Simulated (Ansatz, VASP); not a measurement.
ReS2I2 in VASP and in Ansatz

```
CELL_PARAMETERS angstrom
1.72744 -11.66040 0.00000
1.72744 11.66040 0.00000
0.00000 0.00000 3.37780
ATOMIC_POSITIONS crystal
Re 0.00000 0.00000 0.00000
S 0.77539 0.22461 0.00000
S 0.22461 0.77539 0.00000
I 0.57147 0.42853 0.50000
I 0.42853 0.57147 0.50000
```

Change from the starting cell: species swapped into the La2CdNi2 type (Cmmm, No. 65).

Alike in both runs: functional PBE; k mesh 10 × 10 × 12; occupations gaussian, width 0.1 eV; no spin polarisation.

Ansatz relaxed the structure, and its values are those at the end. VASP's run is a single point on that final structure, the one shown.

```csv
,VASP,Ansatz
version,VASP 6.6.1,Ansatz 0.2.0
potentials or method,"VASP PAW PBE potentials, release 64 (Re, S, I), cutoff 520 eV","scalar-relativistic, plane waves, PAW"
valence electrons in the cell,33,61
```

VASP gave:

| Item | Value |
| --- | --- |
| gap on the k mesh at the Fermi level (eV) | none |
| pressure (GPa) | -0.1 |
| rms of the force components (eV/Å) | 0.035 |

Task: Estimate Ansatz's values.

Result: gap on the k mesh at the Fermi level (eV): none; pressure (GPa): 0.0; rms of the force components (eV/Å): 0.001.

A gap of «none» marks a metal or a gap that the smearing closes. VASP's potentials hold 33 valence electrons a cell and Ansatz's 61, so a difference there can come from the potentials and not from the codes.

Neither program's run includes spin-orbit coupling.
